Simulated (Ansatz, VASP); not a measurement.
LiF: VASP beside Ansatz

File INCAR:

```
SYSTEM = LiF
ALGO = Normal
EDIFF = 1E-7
ENCUT = 520
GGA = PS
ISIF = 2
ISMEAR = 0
LASPH = .True.
LCHARG = .False.
LREAL = .False.
LWAVE = .False.
NBANDS = 12
NELM = 80
PREC = Accurate
SIGMA = 0.02
```

File KPOINTS:

```
k-points
0
Gamma
  10 10 10
  0 0 0
```

POSCAR

```
LiF
1.0
    0.0000000000      1.9723303400      1.9723303400
    1.9723303400      0.0000000000      1.9723303400
    1.9723303400      1.9723303400      0.0000000000
Li F
1 1
Direct
    0.0000000000      0.0000000000      0.0000000000
    0.5000000000      0.5000000000      0.5000000000
```

Input for Ansatz:

```yaml
crystal:
  lattice:
    - [0.0, 1.97233034, 1.97233034]
    - [1.97233034, 0.0, 1.97233034]
    - [1.97233034, 1.97233034, 0.0]
  atoms:
    - { symbol: Li, position: [0.0, 0.0, 0.0] }
    - { symbol: F, position: [0.5, 0.5, 0.5] }
basis:
  ecutwfc: 420
kpoints:
  mp_grid: { grid: [10, 10, 10] }
hamiltonian:
  xc: pbesol
scf:
  occupations: { method: gaussian, width: 0.02 }
output:
  forces: true
  stress: true
  eigenvalues: true
  populations: true
```

Alike in both runs: task single point; functional PBEsol; k mesh 10 × 10 × 10; occupations gaussian, width 0.02 eV; no spin polarisation.

|  | VASP | Ansatz |
| --- | --- | --- |
| version | VASP 6.6.1 | Ansatz 0.2.0 |
| potentials or method | VASP PAW PBE potentials, release 64 (Li_sv, F), cutoff 520 eV | scalar-relativistic, plane waves, PAW |
| valence electrons in the cell | 10 | 10 |

```csv
,VASP,Ansatz,Ansatz less VASP
gap on the k mesh at the Fermi level (eV),9.49,9.49,-0.003
least direct gap on the mesh (eV),9.49,9.49,-0.003
```

VASP's potentials were made for PBE, not for PBEsol. With one functional, cell and mesh, what is left measures potentials, basis and numerics.

Noted on VASP's run: the cutoff is short for stress, so the pressure is rough.
